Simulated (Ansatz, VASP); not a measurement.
TaN: VASP and Ansatz over several settings

```
Ta N
1.0
     2.87802    0.00000    0.00000
    -1.43901    2.49244    0.00000
     0.00000    0.00000    2.82415
Ta N
1 1
Direct
  0.00000 0.00000 0.50000
  0.66667 0.33333 0.00000
```

Single points on this cell with VASP 6.6.1 and Ansatz 0.2.0. Each row is one pair of runs. Alike in all rows: spin: off; k mesh: 10 × 10 × 9; smearing: fermi-dirac, width 0.05 eV.

| level | VASP's potentials, cutoff | Ansatz's potentials, cutoff | gap on the k mesh at the Fermi level (eV), VASP | gap on the k mesh at the Fermi level (eV), Ansatz | pressure (GPa), VASP | pressure (GPa), Ansatz |
| --- | --- | --- | --- | --- | --- | --- |
| LDA | VASP PAW LDA potentials, release 64 (Ta_pv, N), 520 eV | Ansatz PAW, 420 eV | none | none | 14.3 | 12.0 |
| LDA | VASP PAW LDA potentials, release 64 (Ta_sv_GW, N), 600 eV | Ansatz PAW, 420 eV | none | none | 13.4 | 12.0 |
| r2SCAN | VASP PAW PBE potentials, release 64 (Ta_sv_GW, N), 660 eV | Ansatz PAW, 500 eV | none | none | 25.3 | 25.2 |

Pressure (GPa): the two programs differ by at most 2.27.

VASP's potentials hold 16 valence electrons a cell and Ansatz's 18 in some rows, so a difference there can come from the potentials and not from the codes.

A gap of «none» marks a metal or a gap that the smearing closes.

Neither program's run includes spin-orbit coupling.
